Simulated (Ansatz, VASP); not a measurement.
CaMg: VASP beside Ansatz

```
Ca Mg
1.0
     3.76181    0.00000    0.00000
     0.00000    3.76181    0.00000
     0.00000    0.00000    3.76181
Ca Mg
1 1
Direct
  0.01283 0.00000 0.00000
  0.47885 0.50000 0.50000
```

Change from the starting cell: mode 4 frozen in at -0.082 Å, equal normal strain along x, y and z -0.0250.

Alike in both runs: task single point; functional LDA; k mesh 12 × 12 × 12; occupations gaussian, width 0.15 eV; no spin polarisation.

|  | VASP | Ansatz |
| --- | --- | --- |
| version | VASP 6.6.1 | Ansatz 0.2.0 |
| potentials or method | VASP PAW LDA potentials, release 64 (Ca_sv, Mg), cutoff 520 eV | scalar-relativistic, plane waves, PAW |
| valence electrons in the cell | 12 | 20 |

```tsv
	VASP	Ansatz	Ansatz less VASP
gap on the k mesh at the Fermi level (eV)	none	none	-
pressure (GPa)	2.6	2.7	+0.11
traceless stress, the component that is largest in VASP (GPa)	-0.17	-0.17	+0.003
rms of the force components (eV/Å)	0.227	0.224	-0.0031
```

LDA's correlation is that of Perdew and Zunger in VASP and of Perdew and Wang (1992) in Ansatz. Atom by atom the forces differ by 0.003 eV/Å (rms over components). A gap of «none» marks a metal or a gap that the smearing closes. VASP's potentials hold 12 valence electrons a cell and Ansatz's 20, so a difference there can come from the potentials and not from the codes.
